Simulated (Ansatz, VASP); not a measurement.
# Si in VASP and in Ansatz

```
Si
1.0
     0.00000    5.43000    5.43000
     5.43000    0.00000    5.43000
     5.43000    5.43000    0.00000
Si
17
Direct
  0.00094 0.00030 0.99986
  0.12500 0.12505 0.12487
  0.00064 0.00023 0.49872
  0.12265 0.12159 0.62764
  0.00078 0.49888 0.99986
  0.12279 0.62799 0.12108
  0.99531 0.50165 0.50123
  0.12244 0.62803 0.62770
  0.49879 0.00047 0.99993
  0.62862 0.12174 0.12110
  0.50279 0.99315 0.50155
  0.62825 0.12182 0.62767
  0.50296 0.50210 0.99242
  0.62840 0.62818 0.12116
  0.50252 0.50206 0.50153
  0.62658 0.62447 0.62376
  0.37666 0.37446 0.37366
```

Alike in both runs: functional PBEsol; k mesh 2 × 2 × 2; occupations gaussian, width 0.05 eV; no spin polarisation.

Ansatz relaxed the structure, and its values are those at the end. VASP's run is a single point on that final structure, the one shown.

|  | VASP | Ansatz |
| --- | --- | --- |
| version | VASP 6.6.1 | Ansatz 0.2.0 |
| potentials or method | VASP PAW PBE potentials, release 64 (Si), cutoff 520 eV | scalar-relativistic, plane waves, PAW |
| valence electrons in the cell | 68 | 68 |

|  | VASP | Ansatz | Ansatz less VASP |
| --- | --- | --- | --- |
| rms of the force components (eV/Å) | 0.014 | 0.013 | -0.0011 |

VASP's potentials were made for PBE, not for PBEsol, and Ansatz warns of the same on its side. The functional is the same, so the differences come from potentials, cutoffs and numerics.

The k mesh is coarse, so the values compare programs but aren't converged.
